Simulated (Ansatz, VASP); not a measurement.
**BN in VASP and in Ansatz**

File INCAR:

```
SYSTEM = BN
PREC = Accurate
ENCUT = 520
EDIFF = 1E-6
ISMEAR = 0
SIGMA = 0.01
LREAL = .False.
LASPH = .True.
NELM = 60
ALGO = Normal
ISIF = 2
LWAVE = .False.
LCHARG = .False.
GGA = PE
NBANDS = 11
```

The input KPOINTS:

```
regular mesh
0
Gamma
  9 9 9
  0 0 0
```

Contents of POSCAR:

```
BN
1.0
    0.0000000000      1.8075000000      1.8075000000
    1.8075000000      0.0000000000      1.8075000000
    1.8075000000      1.8075000000      0.0000000000
B N
1 1
Direct
    0.0000000000      0.0000000000      0.0000000000
    0.2500000000      0.2500000000      0.2500000000
```

Input for Ansatz:

```yaml
crystal:
  lattice:
    - [0.0, 1.8075, 1.8075]
    - [1.8075, 0.0, 1.8075]
    - [1.8075, 1.8075, 0.0]
  atoms:
    - { symbol: B, position: [0.0, 0.0, 0.0] }
    - { symbol: "N", position: [0.25, 0.25, 0.25] }
basis:
  ecutwfc: 500.0
kpoints:
  mp_grid:
    grid: [9, 9, 9]
hamiltonian:
  xc: pbe
scf:
  occupations:
    method: fixed
output:
  stress: true
```

Alike in both runs: task single point; functional PBE; k mesh 9 × 9 × 9; no spin polarisation.

```csv
,VASP,Ansatz
version,VASP 6.6.1,Ansatz 0.2.0
potentials or method,"VASP PAW PBE potentials, release 64 (B, N), cutoff 520 eV","plane waves, PAW"
occupations,"gaussian, width 0.01 eV",fixed
valence electrons in the cell,8,8
```

Ansatz gave:

| Item | Value |
| --- | --- |
| pressure (GPa) | 3.1 |

**Question.** Estimate VASP's values.

**Answer.** Pressure (GPa): 3.3.
